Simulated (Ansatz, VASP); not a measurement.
# Si2WC3 in VASP and in Ansatz

```
Si W C
1.0
     3.17143    0.00000    0.00000
     0.00000    3.17143    0.00000
     0.00000    0.00000    6.53494
Si W C
2 1 3
Direct
  0.00000 0.50000 0.17901
  0.50000 0.00000 0.82099
  0.00000 0.00000 0.50000
  0.50000 0.50000 0.00000
  0.00000 0.00000 0.00000
  0.50000 0.50000 0.50000
```

Change from the starting cell: species swapped into the Li3MnAs2 type (P-4m2, No. 115).

Alike in both runs: functional PBE; k mesh 4 × 4 × 3; occupations gaussian, width 0.2 eV; no spin polarisation.

Ansatz relaxed the structure, and its values are those at the end. VASP's run is a single point on that final structure, the one shown.

|  | VASP | Ansatz |
| --- | --- | --- |
| version | VASP 6.6.1 | Ansatz 0.2.0 |
| potentials or method | VASP PAW PBE potentials, release 64 (Si, W_sv, C), cutoff 600 eV | scalar-relativistic, plane waves, PAW |
| valence electrons in the cell | 34 | 34 |

```csv
,VASP,Ansatz,Ansatz less VASP
gap on the k mesh at the Fermi level (eV),none,none,-
pressure (GPa),0.2,0.1,-0.07
rms of the force components (eV/Å),0.008,0.010,+0.0013
```

A gap of «none» marks a metal or a gap that the smearing closes. With one functional, cell and mesh, what is left measures potentials, basis and numerics.

The k mesh is coarse, so the values compare programs but aren't converged. Neither program's run includes spin-orbit coupling.
